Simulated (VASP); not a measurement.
## B: single point with PBEsol

The system is B.

```
CELL_PARAMETERS angstrom
2.43812 1.40765 4.16646
-2.43812 1.40765 4.16646
0.00000 -2.81530 4.16646
ATOMIC_POSITIONS crystal
B 0.01061 0.65383 0.01061
B 0.01061 0.01061 0.65383
B 0.65383 0.01061 0.01061
B 0.98939 0.34617 0.98939
B 0.34617 0.98939 0.98939
B 0.98939 0.98939 0.34617
B 0.22160 0.62979 0.22160
B 0.22160 0.22160 0.62979
B 0.62979 0.22160 0.22160
B 0.77840 0.37021 0.77840
B 0.37021 0.77840 0.77840
B 0.77840 0.77840 0.37021
```

```yaml
Program: VASP 6.6.1
Task: single point
Functional: PBEsol
Potentials_or_basis: VASP PAW PBE potentials, release 64 (B)
Cutoff: 520 eV
k_mesh: 8 × 8 × 8
Occupations: fermi-dirac, width 0.05 eV
Spin: no spin polarisation
```

```
Pressure               : 0.4 GPa
Largest force          : 0.028 eV/Å
Band gap on the k mesh : 1.33 eV (least direct gap 1.67 eV)
```

Forces in eV/Å, atoms in the order of the input:
```
B    0.015 -0.009 -0.014
B    0.000  0.018 -0.014
B   -0.015 -0.009 -0.014
B   -0.015  0.009  0.014
B    0.015  0.009  0.014
B    0.000 -0.018  0.014
B    0.023 -0.013  0.007
B    0.000  0.027  0.007
B   -0.023 -0.013  0.007
B   -0.023  0.013 -0.007
B    0.023  0.013 -0.007
B    0.000 -0.027 -0.007
```

Levels at points of the mesh, in eV from the valence-band top:
```tsv
k point	band 15	band 16	band 17	band 18	band 19	band 20	band 21	band 22
(0.00, 0.00, 0.00)	-1.48	-0.86	-0.86	-0.36	1.33	4.54	4.54	4.69
(0.50, 0.00, 0.00)	-2.80	-1.97	-1.76	-0.60	1.87	3.19	3.55	4.87
(0.50, 0.50, 0.00)	-3.06	-2.64	-2.17	-1.95	1.39	2.57	2.79	3.44
(0.50, 0.50, 0.50)	-3.11	-1.96	-1.96	0.00	2.51	2.73	2.73	4.94
```

It took 2.2 min on 1 thread of Intel(R) Xeon(R) Platinum 8488C (Sapphire Rapids), on a shared host, peak memory 0.28 GiB.

Caveat: the PAW data sets were made with another functional, which shifts forces and pressure a little. A k mesh can miss the band edges.
